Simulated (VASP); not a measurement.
# Al2Pt in VASP: notebook

Al2Pt is run at these levels: PBE; tasks: relaxation of the atoms.

Everything below comes from runs of VASP 6.6.1. Logs are shortened: lines on timing, memory, paths and dates and some standing lists are left out, and cuts for length are marked.

## 1. The cell of the first run

The structure is cubic, space group Fm-3m (No. 225). The conventional cell has a = 5.910 Å, b = 5.910 Å, c = 5.910 Å, α = 90.00°, β = 90.00°, γ = 90.00°. Pt (site symmetry m-3m) has 8 Al at 2.56 Å within 3.4 Å. Within 3.4 Å of Al (site symmetry -43m) lie 4 Pt at 2.56 Å and 6 Al at 2.96 Å.

## 2. Relaxation of the atoms, PBE

The input, INCAR:

```
SYSTEM = Al2Pt
PREC = Accurate
ENCUT = 520
EDIFF = 1E-6
ISMEAR = -1
SIGMA = 0.05
LREAL = .False.
LASPH = .True.
NELM = 80
ALGO = Normal
ISIF = 2
LWAVE = .False.
LCHARG = .False.
GGA = PE
IBRION = 2
NSW = 60
EDIFFG = -0.01
```

The input, KPOINTS:

```
Automatic mesh
0
Gamma
  7 7 7
  0 0 0
```

The input, POSCAR:

```
Al2Pt
1.0
    0.0000000000      2.9550000000      2.9550000000
    2.9550000000      0.0000000000      2.9550000000
    2.9550000000      2.9550000000      0.0000000000
Pt Al
1 2
Direct
    0.0000000000      0.0000000000      0.0000000000
    0.7500000000      0.7500000000      0.7500000000
    0.2500000000      0.2500000000      0.2500000000
```

Potentials or basis: VASP PAW PBE potentials, release 64 (Pt, Al).

Command:

```console
$ cat potpaw_PBE.64/Pt/POTCAR potpaw_PBE.64/Al/POTCAR > POTCAR
$ mpirun -np 1 vasp_std > vasp.out
```

OUTCAR:

```text
SYSTEM = Al2Pt
   PREC = Accurate
   ENCUT = 520
   EDIFF = 1E-6
   ISMEAR = -1
   LREAL = .False.
   LASPH = .True.
   NELM = 80
   ISIF = 2
   GGA = PE
   IBRION = 2
   NSW = 60
   EDIFFG = -0.01

 ion  position               nearest neighbor table
   1  0.000  0.000  0.000-   2 2.56   2 2.56   2 2.56   2 2.56   3 2.56   3 2.56   3 2.56   3 2.56

   2  0.750  0.750  0.750-   1 2.56   1 2.56   1 2.56   1 2.56   3 2.96   3 2.96   3 2.96   3 2.96
                             3 2.96   3 2.96
   3  0.250  0.250  0.250-   1 2.56   1 2.56   1 2.56   1 2.56   2 2.96   2 2.96   2 2.96   2 2.96
                             2 2.96   2 2.96

  LATTYP: Found a face centered cubic cell.
 ALAT       =     5.9100000000

  Lattice vectors:

 A1 = (   0.0000000000,   2.9550000000,   2.9550000000)
 A2 = (   2.9550000000,   0.0000000000,   2.9550000000)
 A3 = (   2.9550000000,   2.9550000000,   0.0000000000)

Analysis of symmetry for initial positions (statically):
=====================================================================
 Subroutine PRICEL returns:
 Original cell was already a primitive cell.

 Routine SETGRP: Setting up the symmetry group for a
 face centered cubic supercell.

 Subroutine GETGRP returns: Found 48 space group operations
 (whereof 48 operations were pure point group operations)
 out of a pool of 48 trial point group operations.

The static configuration has the point symmetry O_h .

Analysis of symmetry for dynamics (positions and initial velocities):
=====================================================================
 Subroutine PRICEL returns:
 Original cell was already a primitive cell.

 Routine SETGRP: Setting up the symmetry group for a
 face centered cubic supercell.

 Subroutine GETGRP returns: Found 48 space group operations
 (whereof 48 operations were pure point group operations)
 out of a pool of 48 trial point group operations.

The dynamic configuration has the point symmetry O_h .

 Subroutine INISYM returns: Found 48 space group operations
 (whereof 48 operations are pure point group operations),
 and found     1 'primitive' translations

----------------------------------------------------------------------------------------

                                     Primitive cell

  volume of cell :      51.6063

  direct lattice vectors                    reciprocal lattice vectors
     0.000000000  2.955000000  2.955000000    -0.169204738  0.169204738  0.169204738
     2.955000000  0.000000000  2.955000000     0.169204738 -0.169204738  0.169204738
     2.955000000  2.955000000  0.000000000     0.169204738  0.169204738 -0.169204738

  length of vectors
     4.179001077  4.179001077  4.179001077     0.293071203  0.293071203  0.293071203

  position of ions in fractional coordinates (direct lattice)
     0.000000000  0.000000000  0.000000000
     0.750000000  0.750000000  0.750000000
     0.250000000  0.250000000  0.250000000

  ion indices of the primitive-cell ions
   primitive index   ion index
                 1           1
                 2           2
                 3           3

----------------------------------------------------------------------------------------

 KPOINTS: Automatic mesh

Automatic generation of k-mesh.
 Grid dimensions read from file:
 generate k-points for:    7    7    7

 Generating k-lattice:

  Cartesian coordinates                     Fractional coordinates (reciprocal lattice)
    -0.024172105  0.024172105  0.024172105     0.142857143  0.000000000  0.000000000
     0.024172105 -0.024172105  0.024172105     0.000000000  0.142857143  0.000000000
     0.024172105  0.024172105 -0.024172105     0.000000000  0.000000000  0.142857143

  Length of vectors
     0.041867315  0.041867315  0.041867315

  Shift w.r.t. Gamma in fractional coordinates (k-lattice)
     0.000000000  0.000000000  0.000000000

 Subroutine IBZKPT returns following result:
 ===========================================

 Found     20 irreducible k-points:

 Following reciprocal coordinates:
            Coordinates               Weight
  0.000000  0.000000  0.000000      1.000000
  0.142857  0.000000  0.000000      8.000000
  0.285714  0.000000  0.000000      8.000000
  0.428571  0.000000  0.000000      8.000000
  0.142857  0.142857  0.000000      6.000000
  0.285714  0.142857  0.000000     24.000000
[... 12 lines left out ...]
 -0.428571  0.428571  0.142857     24.000000
 -0.285714  0.428571  0.142857     24.000000
   k-points           NKPTS =     20   k-points in BZ     NKDIM =     20   number of bands    NBANDS=     12
   number of dos      NEDOS =    301   number of ions     NIONS =      3
   total plane-waves  NPLWV =  32768
   dimension x,y,z NGX =    32 NGY =   32 NGZ =   32
   dimension x,y,z NGXF=    64 NGYF=   64 NGZF=   64
   ions per type =               1   2
   NGX,Y,Z   is equivalent  to a cutoff of  12.73, 12.73, 12.73 a.u.
   NGXF,Y,Z  is equivalent  to a cutoff of  25.46, 25.46, 25.46 a.u.
 SYSTEM =  Al2Pt
   PREC   = accura    normal or accurate (medium, high low for compatibility)
   ISTART =      0    job   : 0-new  1-cont  2-samecut
   ICHARG =      2    charge: 1-file 2-atom 10-const
   ISPIN  =      1    spin polarized calculation?
   LNONCOLLINEAR =      F non collinear calculations
   LSORBIT =      F    spin-orbit coupling
   LASPH  =      T    aspherical Exc in radial PAW
   ENCUT  =  520.0 eV  38.22 Ry    6.18 a.u.   7.77  7.77  7.77*2*pi/ulx,y,z
   NELM   =     80;   NELMIN=  2; NELMDL= -5     # of ELM steps
   EDIFF  = 0.1E-05   stopping-criterion for ELM
   LREAL  =      F    real-space projection
   EDIFFG = -.1E-01   stopping-criterion for IOM
   NSW    =     60    number of steps for IOM
   IBRION =      2    ionic relax: 0-MD 1-quasi-New 2-CG
   NFREE  =      1    steps in history (QN), initial steepest desc. (CG)
   ISIF   =      2    stress and relaxation
   ISYM   =      2    0-nonsym 1-usesym 2-fastsym
   POTIM  = 0.5000    time-step for ionic-motion
   TEBEG  =    0.0;   TEEND  =   0.0 temperature during run
   PSTRESS=    0.0 pullay stress
   NELECT =      16.0000    total number of electrons
   NUPDOWN=      -1.0000    fix difference up-down
   EMIN   =  10.00;   EMAX   =-10.00  energy-range for DOS
   EFERMI =   0.00;   METHOD = LEGACY
   ISMEAR =    -1;   SIGMA  =   0.05  broadening in eV -4-tet -1-fermi 0-gaus
   EFERMI_NEDOS =   21; number of points for ismear=-14 and -15
   IALGO  =     38    algorithm
   IMIX   =      4    mixing-type and parameters
     AMIX     =   0.40;   BMIX     =  1.00
     AMIX_MAG =   1.60;   BMIX_MAG =  1.00
  volume/ion in A,a.u.               =      17.20       116.09
  Fermi-wavevector in a.u.,A,eV,Ry     =   1.108019  2.093853 16.703966  1.227707
  Thomas-Fermi vector in A             =   2.244541
   LORBIT       =      0    0 simple, 1 ext, 2 COOP (PROOUT), +10 PAW based schemes
   GGA     = PE    functional components
   LHFCALC =     F    Hartree Fock is set to
   AEXX    =    0.0000 exact exchange contribution
   IVDW    =     0    specifies the selected vdW correction
   LEPSILON=     F    determine dielectric tensor
   LRPA    =     F    only Hartree local field effects (RPA)
 conjugate gradient relaxation of ions
 non-spin polarized calculation
  energy-cutoff  :      520.00
  volume of cell :       51.61
 maximum number of plane-waves:      1411
   NGX = 15   NGY = 15   NGZ = 15

 number of electron      16.0000000 magnetization

 Free energy of the ion-electron system (eV)
  ---------------------------------------------------
  ext. energy  EPLUGINS =         0.00000000
  ---------------------------------------------------
  free energy    TOTEN  =       -16.24491526 eV

  energy without entropy =      -16.22939537  energy(sigma->0) =      -16.23715532

 E-fermi :   7.8853     XC(G=0): -10.7002

 val. band max:        7.8825706571   @ k =  -0.1429   0.1429   0.0000
 cond. band min:       7.9506737220   @ k =   0.2857   0.2857   0.0000
 fundamental gap:      0.0681030649
 Fermi energy:         7.8852842348

 k-point     1 :       0.0000    0.0000    0.0000
  band No.  band energies     occupation
      1      -2.3273      2.00000
      2       2.8427      2.00000
      3       2.8427      2.00000
      4       2.8427      2.00000
      5       4.1946      2.00000
      6       4.1946      2.00000
      7      10.8598      0.00000
      8      11.7227      0.00000
      9      11.7227      0.00000
     10      11.7227      0.00000
     11      13.3084      0.00000
     12      13.3084      0.00000

 k-point     2 :       0.1429    0.0000    0.0000
  band No.  band energies     occupation
      1      -2.0479      2.00000
      2       2.6829      2.00000
      3       2.9323      2.00000
      4       2.9323      2.00000
      5       4.1680      2.00000
      6       4.1680      2.00000
      7       9.1709      0.00000
      8      11.0351      0.00000
      9      11.0351      0.00000
     10      11.2601      0.00000
     11      13.7519      0.00000
     12      13.7817      0.00000

 k-point     3 :       0.2857    0.0000    0.0000
  band No.  band energies     occupation
      1      -1.2569      2.00000
      2       2.3247      2.00000
      3       3.0957      2.00000
      4       3.0957      2.00000
      5       4.2029      2.00000
      6       4.2029      2.00000
      7       6.3701      2.00000
      8       9.8939      0.00000
      9       9.8939      0.00000
     10      11.7205      0.00000
     11      13.2551      0.00000
     12      13.2850      0.00000
[... 226 lines left out ...]
 k-point    19 :      -0.4286    0.4286    0.1429
  band No.  band energies     occupation
      1       1.0751      2.00000
      2       1.8676      2.00000
      3       2.6922      2.00000
      4       3.8113      2.00000
      5       3.9809      2.00000
      6       4.2526      2.00000
      7       4.8449      2.00000
      8       6.0197      2.00000
      9       7.0523      2.00000
     10      11.8349      0.00000
     11      12.2932      0.00000
     12      14.4625      0.00000

 k-point    20 :      -0.2857    0.4286    0.1429
  band No.  band energies     occupation
      1       1.4828      2.00000
      2       1.9266      2.00000
      3       2.5993      2.00000
      4       3.1137      2.00000
      5       3.9916      2.00000
      6       4.4063      2.00000
      7       5.0836      2.00000
      8       5.4999      2.00000
      9       7.2281      2.00000
     10      12.1353      0.00000
     11      13.6505      0.00000
     12      13.9833      0.00000

------------------------ aborting loop because EDIFF is reached ----------------------------------------

  FORCE on cell =-STRESS in cart. coord.  units (eV):
  Direction    XX          YY          ZZ          XY          YZ          ZX
  --------------------------------------------------------------------------------------
  -------------------------------------------------------------------------------------
  Total        0.7546323      0.7546323      0.7546323      0.0000000     -0.0000000      0.0000000
  in kB       23.4284487     23.4284487     23.4284487      0.0000000     -0.0000000      0.0000000
  external PRESSURE =      23.4284487 kB  Pullay stress =       0.0000000 kB

 VOLUME and BASIS-vectors are now :
 -----------------------------------------------------------------------------
  energy-cutoff  :      520.00
  volume of cell :       51.61
      direct lattice vectors                 reciprocal lattice vectors
     0.000000000  2.955000000  2.955000000    -0.169204738  0.169204738  0.169204738
     2.955000000  0.000000000  2.955000000     0.169204738 -0.169204738  0.169204738
     2.955000000  2.955000000  0.000000000     0.169204738  0.169204738 -0.169204738

 POSITION                                       TOTAL-FORCE (eV/Angst)
 -----------------------------------------------------------------------------------
      0.00000      0.00000      0.00000         0.000000     -0.000000      0.000000
      4.43250      4.43250      4.43250         0.000000      0.000000      0.000000
      1.47750      1.47750      1.47750        -0.000000     -0.000000     -0.000000
 -----------------------------------------------------------------------------------
    total drift:                                0.000000     -0.000000      0.000000

  FREE ENERGIE OF THE ION-ELECTRON SYSTEM (eV)
  ---------------------------------------------------
  free  energy   TOTEN  =       -16.2449152637 eV

  energy  without entropy=      -16.2293953674  energy(sigma->0) =      -16.23715532

 reached required accuracy - stopping structural energy minimisation
```

Run time: 20 s. Hardware: 1 thread of Intel Xeon 8259CL, shared host; peak memory 0.18 GiB.

Results:

```yaml
Free_energy: -16.2449 eV
Pressure_after_relaxing: 2.3 GPa
Band_gap_on_the_k_mesh: zero (bands 8 and 9 overlap by 5.19 eV)
```

Final structure:
```yaml
crystal:
  lattice:
    - [0.00000, 2.95500, 2.95500]
    - [2.95500, 0.00000, 2.95500]
    - [2.95500, 2.95500, 0.00000]
  atoms:
    - { symbol: Pt, position: [0.00000, 0.00000, 0.00000] }
    - { symbol: Al, position: [0.75000, 0.75000, 0.75000] }
    - { symbol: Al, position: [0.25000, 0.25000, 0.25000] }
```

Caveat: the relaxation stopped at its first step, so nothing moved; spin-orbit coupling is left out, which moves the levels of the heavy elements.

## 3. Relaxation of the atoms, PBE

This run uses another cell than the first one, of 16.86 Å³/atom.

The input, INCAR:

```
SYSTEM = Al2Pt
ALGO = Normal
EDIFF = 1E-6
EDIFFG = -0.01
ENCUT = 520
GGA = PE
IBRION = 2
ISIF = 2
ISMEAR = -1
LASPH = .True.
LCHARG = .False.
LREAL = .False.
LWAVE = .False.
NELM = 80
NSW = 60
PREC = Accurate
SIGMA = 0.05
```

The input, KPOINTS:

```
k-points
0
Gamma
  7 7 7
  0 0 0
```

The input, POSCAR:

```
Al2Pt
1.0
    0.0000000000      2.9550000000      2.8959000000
    2.9550000000      0.0000000000      2.8959000000
    2.9550000000      2.9550000000      0.0000000000
Pt Al
1 2
Direct
    0.0000000000      0.0000000000      0.0000000000
    0.7500000000      0.7500000000      0.7500000000
    0.2500000000      0.2500000000      0.2500000000
```

Potentials or basis: VASP PAW PBE potentials, release 64 (Pt, Al).

Command:

```console
$ cat potpaw_PBE.64/Pt/POTCAR potpaw_PBE.64/Al/POTCAR > POTCAR
$ mpirun -np 1 vasp_std > vasp.out
```

It took 34 s on 1 thread of Intel Xeon 8259CL, shared host; peak memory 0.19 GiB.

The run converged. Its results:

* Free energy: -16.2184 eV
* Pressure after relaxing: 5.3 GPa
* Band gap on the k mesh: zero (bands 8 and 9 overlap by 5.26 eV)

Stress tensor (GPa, compression positive):
```
4.98 0.00 0.00
0.00 4.98 0.00
0.00 0.00 5.85
```

Final structure:
```xyz
3
Lattice="0.0000 2.9550 2.8959 2.9550 0.0000 2.8959 2.9550 2.9550 0.0000" Properties=species:S:1:pos:R:3 pbc="T T T"
Pt    0.0000    0.0000    0.0000
Al    4.4325    4.4325    4.3438
Al    1.4775    1.4775    1.4480
```

Levels at points of the mesh, in eV from the Fermi level:
| k point | band 6 | band 7 | band 8 | band 9 | band 10 | band 11 |
| --- | --- | --- | --- | --- | --- | --- |
| (0.00, 0.00, 0.00) | -3.74 | 3.13 | 3.80 | 3.80 | 3.95 | 5.34 |

Caveat: the relaxation stopped at its first step, so nothing moved; spin-orbit coupling is left out, which moves the levels of the heavy elements.
